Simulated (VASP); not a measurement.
A run of VASP 6.6.1 is set up as follows.

File INCAR:

```
PREC     = Accurate       # precision mode
ENCUT    = 520            # plane-wave cutoff, eV
EDIFF    = 1E-6           # SCF threshold, eV
ISMEAR   = -1             # smearing method
SIGMA    = 0.05           # smearing width, eV
LREAL    = F              # projectors in reciprocal space
LASPH    = T              # aspherical terms in the spheres
NELM     = 100            # most SCF steps
ALGO     = Normal         # electronic algorithm
ISIF     = 2              # what is computed and relaxed
LWAVE    = F              # write WAVECAR
LCHARG   = T              # write CHGCAR
GGA      = CA             # functional
LELF     = T              # ELF
LVHAR    = T            
NBANDS   = 13             # bands
```

KPOINTS

```
regular mesh
0
Gamma
  16 16 15
```

File POSCAR:

```
Ge
1.0
    2.6351671345      0.0000000000      0.0000000000
   -1.3175835672      2.2821216817      0.0000000000
    0.0000000000      0.0000000000      2.4550376755
Ge
1
Direct
    0.0000000000      0.0000000000      0.0000000000
```

Potentials or basis: VASP PAW LDA potentials, release 64 (Ge_d).

The run is started by

```sh
$ cat potpaw_LDA.64/Ge_d/POTCAR > POTCAR
$ mpirun -np 1 vasp_std > vasp.out
```

(1) Predict the band gap on the k mesh.

(2) Estimate the pressure.

Results:

(1) zero (band 7 reaches 17.70 eV, above the bottom of band 8 at 5.37 eV).

(2) 25.2 GPa.
